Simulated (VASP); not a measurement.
# B17HN18 (a cell with a defect) in VASP: a series of runs, part 2 of 2

VASP 6.6.1. The steps go on from the part before.

## Step 3: Single point, PBE

Contents of INCAR:

```
PREC     = Accurate       # precision mode
ENCUT    = 520            # plane-wave cutoff, eV
EDIFF    = 1E-6           # SCF threshold, eV
ISMEAR   = -1             # smearing method
SIGMA    = 0.01           # smearing width, eV
LREAL    = Auto         
LASPH    = T              # aspherical terms in the spheres
NELM     = 120            # most SCF steps
ALGO     = Normal         # electronic algorithm
ISIF     = 2              # what is computed and relaxed
LWAVE    = F              # write WAVECAR
LCHARG   = F              # write CHGCAR
GGA      = PE             # functional
NELECT   = 144.0        
NBANDS   = 95             # bands
GGA_COMPAT= F            
ISYM     = -1
```

Contents of KPOINTS:

```
explicit points
4
Reciprocal
  0.25000000   0.25000000   0.25000000 2
  0.25000000   0.25000000   0.75000000 2
  0.25000000   0.75000000   0.25000000 2
  0.25000000   0.75000000   0.75000000 2
```

Contents of POSCAR:

```
B17HN18
1.0
    7.4650312844      0.0000000000      0.0000000000
   -3.7325156422      6.4649067324      0.0000000000
    0.0000000000      0.0000000000      6.4954828762
B N H
17 18 1
Direct
    0.1171141531      0.2186812041      0.2419150539
    0.2214163359      0.1205426214      0.7593141784
    0.1164212942      0.5482003692      0.2433136992
    0.2193942973      0.4576314925      0.8077944226
    0.1160982231      0.8831784675      0.2391074279
    0.2169306353      0.7844829391      0.7450142901
    0.4516510341      0.2202815300      0.2322788917
    0.5500220310      0.1142454663      0.7372831337
    0.4473645871      0.5524061002      0.1431805342
    0.4513071277      0.8829357630      0.2440628544
    0.5452903095      0.7808346140      0.8073373089
    0.7827823415      0.2168407060      0.2543291723
    0.8842742428      0.1167465882      0.7693675253
    0.7793965499      0.5479624254      0.2318009574
    0.8836070362      0.4550854189      0.7351126470
    0.7809164270      0.8822647962      0.2418302424
    0.8793763743      0.7761078892      0.7560362957
    0.1089369047      0.2316264084      0.7845820732
    0.2271695253      0.1058930195      0.2363784965
    0.1096590745      0.5619297311      0.7453486120
    0.2254827913      0.4380559012      0.2303163624
    0.1068816463      0.8963769452      0.7479742242
    0.2271985125      0.7723696756      0.2402519939
    0.4378051441      0.2203680743      0.7370245303
    0.5602960411      0.1066139193      0.2525379241
    0.4237153092      0.5767365702      0.8972661761
    0.5609576545      0.4383400605      0.2052167295
    0.4401040278      0.8906942999      0.7448328573
    0.5614494146      0.7739873711      0.2308794057
    0.7743037445      0.2275586458      0.7452632928
    0.8936033730      0.1057321781      0.2570464833
    0.7764576030      0.5631018402      0.7301450321
    0.8929131787      0.4390765865      0.2513351417
    0.7706930983      0.8928473228      0.7851208121
    0.8938144701      0.7723757325      0.2354963495
    0.5481044824      0.3866535728      0.7398200194
```

Potentials or basis: VASP PAW PBE potentials, release 64 (B, N, H).

Command:

```bash
$ cat potpaw_PBE.64/B/POTCAR potpaw_PBE.64/N/POTCAR potpaw_PBE.64/H/POTCAR > POTCAR
$ mpirun -np 1 vasp_std > vasp.out
```

OUTCAR:

```text
PREC = Accurate
   ENCUT = 520
   EDIFF = 1E-6
   ISMEAR = -1
   LREAL = Auto
   LASPH = T
   NELM = 120
   ISIF = 2
   GGA = PE
   NELECT = 144.0
   ISYM = -1

 ion  position               nearest neighbor table
   1  0.117  0.219  0.242-  21 1.42  19 1.44  31 1.45
   2  0.221  0.121  0.759-  24 1.41  22 1.45  18 1.45
   3  0.116  0.548  0.243-  21 1.42  33 1.45  23 1.45
   4  0.219  0.458  0.808-  20 1.44  26 1.45  18 1.47
   5  0.116  0.883  0.239-  23 1.43  35 1.44  19 1.44
   6  0.217  0.784  0.745-  22 1.43  20 1.44  28 1.44
   7  0.452  0.220  0.232-  27 1.42  25 1.44  19 1.45
   8  0.550  0.114  0.737-  24 1.41  28 1.45  30 1.45
   9  0.447  0.552  0.143-  27 1.53  29 1.54  21 1.54  26 1.63
  10  0.451  0.883  0.244-  29 1.42  25 1.45  23 1.45
  11  0.545  0.781  0.807-  28 1.45  26 1.45  34 1.46
  12  0.783  0.217  0.254-  31 1.43  33 1.44  25 1.44
  13  0.884  0.117  0.769-  30 1.44  34 1.45  18 1.46
  14  0.779  0.548  0.232-  27 1.42  33 1.44  35 1.45
  15  0.884  0.455  0.735-  32 1.39  20 1.46  30 1.47
[... 14 lines left out ...]
  30  0.774  0.228  0.745-  13 1.44   8 1.45  15 1.47
[... 187 lines left out ...]

 k-point     1 :       0.2500    0.2500    0.2500
  band No.  band energies     occupation
      1     -15.2470      2.00000
      2     -14.7891      2.00000
      3     -14.6461      2.00000
      4     -14.5825      2.00000
      5     -14.2108      2.00000
      6     -13.6578      2.00000
[... 337 lines left out ...]
     83       9.5416      0.00000
     84       9.7760      0.00000
 [bands above 84 left out]

------------------------ aborting loop because EDIFF is reached ----------------------------------------

  FORCE on cell =-STRESS in cart. coord.  units (eV):
  Direction    XX          YY          ZZ          XY          YZ          ZX
  --------------------------------------------------------------------------------------
  -------------------------------------------------------------------------------------
  Total       31.6429021     30.1831174     20.9801108     -0.7160845      0.0300522     -0.0047696
  in kB      161.7266353    154.2656867    107.2291893     -3.6599026      0.1535967     -0.0243772
  external PRESSURE =     141.0738371 kB  Pullay stress =       0.0000000 kB

 VOLUME and BASIS-vectors are now :
 -----------------------------------------------------------------------------
  energy-cutoff  :      520.00
  volume of cell :      313.48
      direct lattice vectors                 reciprocal lattice vectors
     7.465031284  0.000000000  0.000000000     0.133957911  0.077340636  0.000000000
    -3.732515642  6.464906732  0.000000000     0.000000000  0.154681273  0.000000000
     0.000000000  0.000000000  6.495482876     0.000000000  0.000000000  0.153953142

 POSITION                                       TOTAL-FORCE (eV/Angst)
 -----------------------------------------------------------------------------------
      0.05803      1.41375      1.57136        -0.164362      0.069587      0.017369
      1.20295      0.77930      4.93211         0.006298     -0.129046     -0.015396
     -1.17708      3.54406      1.58044        -0.155976      0.078788      0.013133
     -0.07033      2.95854      5.24701         0.153554     -0.065453      0.115852
     -2.42980      5.70967      1.55312        -0.168837      0.113627      0.028965
     -1.30870      5.07161      4.83923         0.137427     -0.099658     -0.019622
[... 28 lines left out ...]
      3.78945      4.99334      1.52966         0.106112     -0.084917      0.016324
      2.64843      2.49968      4.80549        -0.112019     -0.210856      0.014877
 -----------------------------------------------------------------------------------
    total drift:                                0.002637      0.000208      0.003712

  FREE ENERGIE OF THE ION-ELECTRON SYSTEM (eV)
  ---------------------------------------------------
  free  energy   TOTEN  =      -298.8322928590 eV

  energy  without entropy=     -298.8322928590  energy(sigma->0) =     -298.83229286
```

stdout:

```text
POSCAR found type information on POSCAR B N H
 POSCAR found :  3 types and      36 ions
 scaLAPACK will be used
 LDA part: xc-table for (Slater+PW92), standard interpolation
 POSCAR, INCAR and KPOINTS ok, starting setup
 FFT: planning ... GRIDC
 FFT: planning ... GRID_SOFT
 FFT: planning ... GRID
 WAVECAR not read
 entering main loop
 the old and the new charge density differ
 old charge density:   142.00000 new  144.00000
    0.344E+01
```

Run time: 2.3 min. Hardware: 1 thread of AMD EPYC 9R45 (Zen 5), shared host; peak memory 0.37 GiB.

What came out:

```
Free energy   : -298.8323 eV
Largest force : 0.292 eV/Å
```

Forces in eV/Å, atoms in the order of the input:
```
B   -0.164  0.070  0.017
B    0.006 -0.129 -0.015
B   -0.156  0.079  0.013
B    0.154 -0.065  0.116
B   -0.169  0.114  0.029
B    0.137 -0.100 -0.020
B   -0.227  0.091 -0.044
B    0.116 -0.108  0.004
B   -0.091  0.048  0.040
B   -0.152  0.092  0.010
B    0.145 -0.115  0.109
B   -0.146  0.084  0.011
B   -0.011 -0.010 -0.057
B   -0.187  0.142 -0.051
B    0.117 -0.031  0.004
B   -0.130  0.081  0.012
B    0.189  0.062 -0.011
N    0.080  0.039 -0.044
N    0.153 -0.093  0.008
N   -0.170  0.061 -0.026
N    0.125 -0.081 -0.109
N   -0.250  0.134  0.070
N    0.154 -0.089 -0.022
N    0.004  0.244 -0.038
N    0.219 -0.118  0.019
N   -0.128  0.069 -0.050
N    0.137 -0.072  0.024
N   -0.155  0.164  0.002
N    0.134 -0.067 -0.114
N   -0.024  0.003  0.000
N    0.156 -0.050  0.143
N   -0.047  0.019 -0.041
N    0.203 -0.118  0.020
N   -0.017 -0.054 -0.043
N    0.106 -0.085  0.016
H   -0.112 -0.211  0.015
```

Caveat: the cell carries a net charge on a neutralising background, which shifts energy and pressure; the cell is charged against a uniform background, so pressure and absolute levels hang on convention.
